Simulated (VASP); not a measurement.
A run of VASP 6.6.1 is set up as follows.

INCAR

```
SYSTEM = Sb
  PREC = Accurate
  ENCUT = 600
  EDIFF = 1E-7
  ISMEAR = -1
  SIGMA = 0.05
  LREAL = .False.
  LASPH = .True.
  NELM = 100
  ALGO = Normal
  ISIF = 3
  LWAVE = .False.
  LCHARG = .False.
  GGA = PS
  IVDW = 12
  IBRION = 2
  NSW = 60
  EDIFFG = -0.01
```

Contents of KPOINTS:

```
regular mesh
0
Gamma
  10 10 10
  0 0 0
```

POSCAR

```
Sb
1.0
    0.0000000000      2.3712425216      2.3712425216
    2.3712425216      0.0000000000      2.3712425216
    2.3712425216      2.3712425216      0.0000000000
Sb
1
Direct
    0.0000000000      0.0000000000      0.0000000000
```

Potentials or basis: VASP PAW PBE potentials, release 64 (Sb).

The run is started by

```sh
$ cat potpaw_PBE.64/Sb/POTCAR > POTCAR
$ mpirun -np 1 vasp_std > vasp.out
```

Problem. Estimate the relaxed cell.

Solution. a = 3.275 Å, b = 3.275 Å, c = 3.275 Å, α = 60.00°, β = 60.00°, γ = 60.00°.

Problem. What does it give for the relaxed volume?

Solution. 24.83 Å³/atom.

The path:
```
step  energy change (eV)  largest force (eV/Å)  pressure (GPa)  volume (Å³)
   1              0.0000                0.0000           -4.46        26.67
   2             -0.0189                0.0000            3.17        23.90
   3             -0.0276                0.0000           -0.02        24.83
```

Caveat: the PAW data sets were made with another functional, which shifts forces and pressure a little; pairwise dispersion overbinds metals, which lowers pressure and volume.
